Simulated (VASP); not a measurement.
# Cu5Mo in VASP: notebook

Cu5Mo is run at these levels: PBE; tasks: single point.

All numbers are computed with VASP 6.6.1; they aren't measurements. Logs are shortened: lines on timing, memory, paths and dates and some standing lists are left out, and cuts for length are marked.

## 1. The cell of the first run

The structure is hexagonal, space group P6/mmm (No. 191). Conventional cell: a = 4.162 Å, b = 4.162 Å, c = 5.115 Å, α = 90.00°, β = 90.00°, γ = 120.00°. Within 3.2 Å of Cu (site symmetry 3m) lie 8 Cu at 2.40 to 2.71 Å and 3 Mo at 2.73 Å. Cu (site symmetry 6/mmm) has 2 Mo at 2.56 Å and 12 Cu at 2.71 Å within 3.4 Å. Mo (site symmetry 6/mmm) has 14 Cu at 2.56 to 2.73 Å within 3.4 Å.

## 2. Single point, PBE

File INCAR:

```
SYSTEM = Cu5Mo
  PREC = Accurate
  ENCUT = 600
  EDIFF = 1E-6
  ISMEAR = 0
  SIGMA = 0.2
  LREAL = .False.
  LASPH = .True.
  NELM = 120
  ALGO = Normal
  ISIF = 2
  LWAVE = .False.
  LCHARG = .False.
  GGA = PE
  NBANDS = 44
  GGA_COMPAT = .False.
```

File KPOINTS:

```
regular mesh
0
Gamma
  4 4 3
  0 0 0
```

File POSCAR:

```
Cu5Mo
1.0
    4.1620668833      0.0000000027      0.0000000000
   -2.0810334440      3.6044556518      0.0000000000
    0.0000000000      0.0000000000      5.1153841130
Cu Mo
5 1
Direct
    0.3333333333      0.6666666667      0.2545977491
    0.3333333333      0.6666666667      0.7454022509
    0.6666666667      0.3333333333      0.7454022509
    0.6666666667      0.3333333333      0.2545977491
    0.0000000000      0.0000000000      0.5000000000
    0.0000000000      0.0000000000      0.0000000000
```

Potentials or basis: VASP PAW PBE potentials, release 64 (Cu, Mo_sv).

Command:

```console
cat potpaw_PBE.64/Cu/POTCAR potpaw_PBE.64/Mo_sv/POTCAR > POTCAR
mpirun -np 1 vasp_std > vasp.out
```

OUTCAR:

```text
SYSTEM = Cu5Mo
   PREC = Accurate
   ENCUT = 600
   EDIFF = 1E-6
   ISMEAR = 0
   LREAL = .False.
   LASPH = .True.
   NELM = 120
   ISIF = 2
   GGA = PE

 ion  position               nearest neighbor table
   1  0.333  0.667  0.255-   4 2.40   4 2.40   4 2.40   2 2.51   2 2.60   5 2.71   5 2.71   5 2.71
                             6 2.73   6 2.73   6 2.73
   2  0.333  0.667  0.745-   3 2.40   3 2.40   3 2.40   1 2.51   1 2.60   5 2.71   5 2.71   5 2.71
                             6 2.73   6 2.73   6 2.73
   3  0.667  0.333  0.745-   2 2.40   2 2.40   2 2.40   4 2.51   4 2.60   5 2.71   5 2.71   5 2.71
                             6 2.73   6 2.73   6 2.73
   4  0.667  0.333  0.255-   1 2.40   1 2.40   1 2.40   3 2.51   3 2.60   5 2.71   5 2.71   5 2.71
                             6 2.73   6 2.73   6 2.73
   5  0.000  0.000  0.500-   6 2.56   6 2.56   3 2.71   4 2.71   1 2.71   2 2.71   1 2.71   2 2.71
                             3 2.71   4 2.71   3 2.71   4 2.71   1 2.71   2 2.71
   6  0.000  0.000  0.000-   5 2.56   5 2.56   3 2.73   4 2.73   1 2.73   2 2.73   1 2.73   2 2.73
                             3 2.73   4 2.73   3 2.73   4 2.73   1 2.73   2 2.73

  LATTYP: Found a hexagonal cell.
 ALAT       =     4.1620668833
 C/A-ratio  =     1.2290489933

  Lattice vectors:

 A1 = (   4.1620668833,   0.0000000027,   0.0000000000)
 A2 = (  -2.0810334440,   3.6044556518,   0.0000000000)
 A3 = (   0.0000000000,   0.0000000000,   5.1153841130)

Analysis of symmetry for initial positions (statically):
=====================================================================
 Subroutine PRICEL returns:
 Original cell was already a primitive cell.

 Routine SETGRP: Setting up the symmetry group for a
 hexagonal supercell.

 Subroutine GETGRP returns: Found 24 space group operations
 (whereof 24 operations were pure point group operations)
 out of a pool of 24 trial point group operations.

The static configuration has the point symmetry D_6h.

Analysis of symmetry for dynamics (positions and initial velocities):
=====================================================================
 Subroutine PRICEL returns:
 Original cell was already a primitive cell.

 Routine SETGRP: Setting up the symmetry group for a
 hexagonal supercell.

 Subroutine GETGRP returns: Found 24 space group operations
 (whereof 24 operations were pure point group operations)
 out of a pool of 24 trial point group operations.

The dynamic configuration has the point symmetry D_6h.

 Subroutine INISYM returns: Found 24 space group operations
 (whereof 24 operations are pure point group operations),
 and found     1 'primitive' translations

----------------------------------------------------------------------------------------

                                     Primitive cell

  volume of cell :      76.7409

  direct lattice vectors                    reciprocal lattice vectors
     4.162066883  0.000000003  0.000000000     0.240265240  0.138717201  0.000000000
    -2.081033444  3.604455652  0.000000000    -0.000000000  0.277434402  0.000000000
     0.000000000  0.000000000  5.115384113     0.000000000  0.000000000  0.195488741

  length of vectors
     4.162066883  4.162066883  5.115384113     0.277434402  0.277434402  0.195488741

  position of ions in fractional coordinates (direct lattice)
     0.333333333  0.666666667  0.254597749
     0.333333333  0.666666667  0.745402251
     0.666666667  0.333333333  0.745402251
     0.666666667  0.333333333  0.254597749
     0.000000000  0.000000000  0.500000000
     0.000000000  0.000000000  0.000000000

  ion indices of the primitive-cell ions
   primitive index   ion index
                 1           1
                 2           2
                 3           3
                 4           4
                 5           5
                 6           6

----------------------------------------------------------------------------------------

 KPOINTS: regular mesh

Automatic generation of k-mesh.
 Grid dimensions read from file:
 generate k-points for:    4    4    3

 Generating k-lattice:

  Cartesian coordinates                     Fractional coordinates (reciprocal lattice)
     0.060066310  0.034679300  0.000000000     0.250000000  0.000000000  0.000000000
    -0.000000000  0.069358601  0.000000000     0.000000000  0.250000000  0.000000000
     0.000000000  0.000000000  0.065162914     0.000000000  0.000000000  0.333333333

  Length of vectors
     0.069358601  0.069358601  0.065162914

  Shift w.r.t. Gamma in fractional coordinates (k-lattice)
     0.000000000  0.000000000  0.000000000

 Subroutine IBZKPT returns following result:
 ===========================================

 Found      8 irreducible k-points:

 Following reciprocal coordinates:
            Coordinates               Weight
  0.000000  0.000000  0.000000      1.000000
  0.250000  0.000000  0.000000      6.000000
  0.500000  0.000000  0.000000      3.000000
  0.250000  0.250000  0.000000      6.000000
  0.000000  0.000000  0.333333      2.000000
  0.250000  0.000000  0.333333     12.000000
  0.500000  0.000000  0.333333      6.000000
  0.250000  0.250000  0.333333     12.000000
   k-points           NKPTS =      8   k-points in BZ     NKDIM =      8   number of bands    NBANDS=     44
   number of dos      NEDOS =    301   number of ions     NIONS =      6
   total plane-waves  NPLWV =  54432
   dimension x,y,z NGX =    36 NGY =   36 NGZ =   42
   dimension x,y,z NGXF=    72 NGYF=   72 NGZF=   84
   ions per type =               5   1
   NGX,Y,Z   is equivalent  to a cutoff of  14.38, 14.38, 13.65 a.u.
   NGXF,Y,Z  is equivalent  to a cutoff of  28.76, 28.76, 27.30 a.u.
 SYSTEM =  Cu5Mo
   PREC   = accura    normal or accurate (medium, high low for compatibility)
   ISTART =      0    job   : 0-new  1-cont  2-samecut
   ICHARG =      2    charge: 1-file 2-atom 10-const
   ISPIN  =      1    spin polarized calculation?
   LNONCOLLINEAR =      F non collinear calculations
   LSORBIT =      F    spin-orbit coupling
   LASPH  =      T    aspherical Exc in radial PAW
   ENCUT  =  600.0 eV  44.10 Ry    6.64 a.u.   8.31  8.31 10.22*2*pi/ulx,y,z
   NELM   =    120;   NELMIN=  2; NELMDL= -5     # of ELM steps
   EDIFF  = 0.1E-05   stopping-criterion for ELM
   LREAL  =      F    real-space projection
   EDIFFG = 0.1E-04   stopping-criterion for IOM
   NSW    =      0    number of steps for IOM
   IBRION =     -1    ionic relax: 0-MD 1-quasi-New 2-CG
   NFREE  =      0    steps in history (QN), initial steepest desc. (CG)
   ISIF   =      2    stress and relaxation
   ISYM   =      2    0-nonsym 1-usesym 2-fastsym
   POTIM  = 0.5000    time-step for ionic-motion
   TEBEG  =    0.0;   TEEND  =   0.0 temperature during run
   PSTRESS=    0.0 pullay stress
   NELECT =      69.0000    total number of electrons
   NUPDOWN=      -1.0000    fix difference up-down
   EMIN   =  10.00;   EMAX   =-10.00  energy-range for DOS
   EFERMI =   0.00;   METHOD = LEGACY
   ISMEAR =     0;   SIGMA  =   0.20  broadening in eV -4-tet -1-fermi 0-gaus
   EFERMI_NEDOS =   21; number of points for ismear=-14 and -15
   IALGO  =     38    algorithm
   IMIX   =      4    mixing-type and parameters
     AMIX     =   0.40;   BMIX     =  1.00
     AMIX_MAG =   1.60;   BMIX_MAG =  1.00
  volume/ion in A,a.u.               =      12.79        86.31
  Fermi-wavevector in a.u.,A,eV,Ry     =   1.580091  2.985940 33.969512  2.496689
  Thomas-Fermi vector in A             =   2.680372
   LORBIT       =      0    0 simple, 1 ext, 2 COOP (PROOUT), +10 PAW based schemes
   GGA     = PE    functional components
   LHFCALC =     F    Hartree Fock is set to
   AEXX    =    0.0000 exact exchange contribution
   IVDW    =     0    specifies the selected vdW correction
   LEPSILON=     F    determine dielectric tensor
   LRPA    =     F    only Hartree local field effects (RPA)
 non-spin polarized calculation
 Gauss-broadening in eV      SIGMA  =   0.20
  energy-cutoff  :      600.00
  volume of cell :       76.74
 maximum number of plane-waves:      2582
 NGX is ok and might be reduce to    36
   NGX = 17   NGY = 17   NGZ = 21

 number of electron      68.9999961 magnetization

 Free energy of the ion-electron system (eV)
  ---------------------------------------------------
  ext. energy  EPLUGINS =         0.00000000
  ---------------------------------------------------
  free energy    TOTEN  =       -27.82014437 eV

  energy without entropy =      -27.70422392  energy(sigma->0) =      -27.76218415

 E-fermi :   8.1953     XC(G=0): -12.7119

 val. band max:        8.1419406213   @ k =   0.2500   0.0000   0.0000
 cond. band min:       8.2045051435   @ k =   0.2500   0.2500   0.0000
 fundamental gap:      0.0625645222
 Fermi energy:         8.1952816178

 k-point     1 :       0.0000    0.0000    0.0000
  band No.  band energies     occupation
      1     -52.6734      2.00000
      2     -26.8025      2.00000
      3     -26.8025      2.00000
      4     -26.6609      2.00000
      5      -0.5372      2.00000
      6       3.6100      2.00000
[... 36 lines left out ...]
     43      15.6995      0.00000
     44      15.6998      0.00000

 k-point     2 :       0.2500    0.0000    0.0000
  band No.  band energies     occupation
      1     -52.6731      2.00000
      2     -26.8112      2.00000
      3     -26.8046      2.00000
      4     -26.6596      2.00000
      5       0.2499      2.00000
      6       3.2546      2.00000
[... 36 lines left out ...]
     43      16.2763      0.00000
     44      17.2262      0.00000

 k-point     3 :       0.5000    0.0000    0.0000
  band No.  band energies     occupation
      1     -52.6727      2.00000
      2     -26.8199      2.00000
      3     -26.8068      2.00000
      4     -26.6584      2.00000
      5       2.2347      2.00000
      6       2.2701      2.00000
[... 224 lines left out ...]
     43      16.1139      0.00000
     44      16.2101      0.00000

 k-point     8 :       0.2500    0.2500    0.3333
  band No.  band energies     occupation
      1     -52.6726      2.00000
      2     -26.8167      2.00000
      3     -26.8101      2.00000
      4     -26.6624      2.00000
      5       2.1449      2.00000
      6       3.2215      2.00000
[... 36 lines left out ...]
     43      16.7346      0.00000
     44      17.3496      0.00000

------------------------ aborting loop because EDIFF is reached ----------------------------------------

  FORCE on cell =-STRESS in cart. coord.  units (eV):
  Direction    XX          YY          ZZ          XY          YZ          ZX
  --------------------------------------------------------------------------------------
  -------------------------------------------------------------------------------------
  Total        0.5548101      0.5548101      0.3570014     -0.0000000      0.0000000     -0.0000000
  in kB       11.5831847     11.5831847      7.4533851     -0.0000000      0.0000000     -0.0000000
  external PRESSURE =      10.2065848 kB  Pullay stress =       0.0000000 kB

 VOLUME and BASIS-vectors are now :
 -----------------------------------------------------------------------------
  energy-cutoff  :      600.00
  volume of cell :       76.74
      direct lattice vectors                 reciprocal lattice vectors
     4.162066883  0.000000003  0.000000000     0.240265240  0.138717201  0.000000000
    -2.081033444  3.604455652  0.000000000    -0.000000000  0.277434402  0.000000000
     0.000000000  0.000000000  5.115384113     0.000000000  0.000000000  0.195488741

 POSITION                                       TOTAL-FORCE (eV/Angst)
 -----------------------------------------------------------------------------------
     -0.00000      2.40297      1.30237        -0.000000      0.000000     -0.000623
     -0.00000      2.40297      3.81302        -0.000000      0.000000      0.000623
      2.08103      1.20149      3.81302         0.000000     -0.000000      0.000623
      2.08103      1.20149      1.30237         0.000000     -0.000000     -0.000623
      0.00000      0.00000      2.55769         0.000000      0.000000      0.000000
      0.00000      0.00000      0.00000         0.000000      0.000000      0.000000
 -----------------------------------------------------------------------------------
    total drift:                                0.000000     -0.000000      0.000000

  FREE ENERGIE OF THE ION-ELECTRON SYSTEM (eV)
  ---------------------------------------------------
  free  energy   TOTEN  =       -27.8201443691 eV

  energy  without entropy=      -27.7042239250  energy(sigma->0) =      -27.76218415
```

Wall time 22 s (1 thread of Intel Xeon 6975P-C (Granite Rapids), shared host); peak memory 0.22 GiB.

What came out:

| Property | Result |
| --- | --- |
| Free energy | -27.8201 eV |
| Pressure | 1.0 GPa |

Stress tensor (GPa, compression positive):
```
1.16 0.00 0.00
0.00 1.16 0.00
0.00 0.00 0.75
```

Levels at points of the mesh, in eV from the Fermi level:
```
           k point  band 30  band 31  band 32  band 33  band 34  band 35  band 36  band 37  band 38  band 39
(0.00, 0.00, 0.00)    -1.77    -1.50    -0.33    -0.33     0.18     0.97     0.97     2.58     5.04     5.04
(0.50, 0.00, 0.00)    -1.71    -1.64    -0.46    -0.26    -0.11     0.06     0.74     0.77     0.91     0.95
```

Caveat: the k points lie up to 0.44 Å⁻¹ apart.

(Part 1 of 3 ends here.)
